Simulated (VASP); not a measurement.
The system is Au.

```xyz
1
Lattice="0.0000 2.0749 2.0749 2.0749 0.0000 2.0749 2.0749 2.0749 0.0000" Properties=species:S:1:pos:R:3 pbc="T T T"
Au    0.0000    0.0000    0.0000
```

Base run:

| Property | Result |
| --- | --- |
| Program | VASP 6.6.1 |
| Functional | BLYP |
| Dispersion | D4 |
| Potentials or basis | VASP PAW PBE potentials, release 64 (Au_sv_GW) |
| Cutoff | 540 eV |
| k mesh | 11 × 11 × 11 |
| Occupations | fermi-dirac, width 0.05 eV |
| Spin | no spin polarisation |

Its results: band gap on the k mesh zero (an odd number of electrons rules out a gap without spin polarisation); pressure 0.3 GPa.

The run is repeated on the same cell with these changes: functional from BLYP to r2SCAN; dispersion from D4 to rVV10; cutoff from 540 eV to 590 eV. What comes out?

Band gap on the k mesh zero (an odd number of electrons rules out a gap without spin polarisation); pressure -5.2 GPa.

Several settings changed at once.

Caveats: the PAW data sets were made with another functional, which shifts forces and pressure a little; spin-orbit coupling is left out, which moves the levels of the heavy elements; the dispersion term is far too large for a dense solid, which distorts pressure and volume (at least some runs); the cell stands under tension (at least some runs).
